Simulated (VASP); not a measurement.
HfC, 2 atoms in the cell. The structure is cubic, space group Fm-3m (No. 225). Conventional cell: a = 4.767 Å, b = 4.767 Å, c = 4.767 Å, α = 90.00°, β = 90.00°, γ = 90.00°. Within 3.1 Å of Hf (site symmetry m-3m) lie 6 C at 2.38 Å. C (site symmetry m-3m) has 6 Hf at 2.38 Å within 3.1 Å.  This cell differs from its parent crystal: strained.

```yaml
Program: VASP 6.6.1
Task: single point
Functional: PBE
Potentials_or_basis: VASP PAW PBE potentials, release 64 (Hf_pv, C)
Cutoff: 520 eV
k_mesh: 16 × 16 × 16
Occupations: gaussian, width 0.1 eV
Spin: no spin polarisation
Dipole_correction: no
Further_INCAR_settings: ALGO = Normal; EDIFF = 1e-06; NBANDS = 14
```

Potentials or basis: VASP PAW PBE potentials, release 64 (Hf_pv, C).

Run with:

```sh
$ cat potpaw_PBE.64/Hf_pv/POTCAR potpaw_PBE.64/C/POTCAR > POTCAR
$ mpirun -np 1 vasp_std > vasp.out
```

Hardware: 1 thread of Intel(R) Xeon(R) Platinum 8488C (Sapphire Rapids), on a shared host.

Task: Estimate the wall time of this run.

Result: It took 30 s on 1 thread of Intel(R) Xeon(R) Platinum 8488C (Sapphire Rapids), with other jobs on the host, peak memory 0.19 GiB. Counts: scf iterations 12, k points 145.
